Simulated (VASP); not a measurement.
PtS2: single point with r2SCAN

Crystal: PtS2.

```
Pt S
1.0
     0.00000    2.97579    2.97579
     2.97579    0.00000    2.97579
     2.97579    2.97579    0.00000
Pt S
1 2
Direct
  0.00000 0.00000 0.00000
  0.25000 0.25000 0.25000
  0.75000 0.75000 0.75000
```

```json
{
  "Program": "VASP 6.6.1",
  "Task": "single point",
  "Functional": "r2SCAN",
  "Potentials or basis": "VASP PAW PBE potentials, release 64 (Pt, S)",
  "Cutoff": "520 eV",
  "k mesh": "6 × 6 × 6",
  "Occupations": "fermi-dirac, width 0.02 eV",
  "Spin": "no spin polarisation"
}
```

The pressure is -0.1 GPa. The band gap on the k mesh is zero (band 11 reaches 8.40 eV, above the bottom of band 12 at 7.73 eV).

Levels at points of the mesh, in eV from the Fermi level:
```tsv
k point	band 7	band 8	band 9	band 10	band 11	band 12	band 13	band 14	band 15	band 16
(0.00, 0.00, 0.00)	-4.36	-1.64	-1.64	-1.64	0.42	0.42	0.42	3.33	3.88	3.88
(0.50, 0.00, 0.00)	-4.16	-4.12	-4.12	-3.95	-2.30	0.45	0.45	5.27	6.70	8.15
(0.50, 0.50, 0.00)	-5.23	-4.17	-3.90	-2.53	0.02	1.22	1.22	2.53	7.40	7.87
```

Run time: 45 s on 1 thread of AMD EPYC 9R14 (Zen 4), on a shared host, peak memory 0.16 GiB.

Caveat: the PAW data sets were made with another functional, which shifts forces and pressure a little; spin-orbit coupling is left out, which moves the levels of the heavy elements.
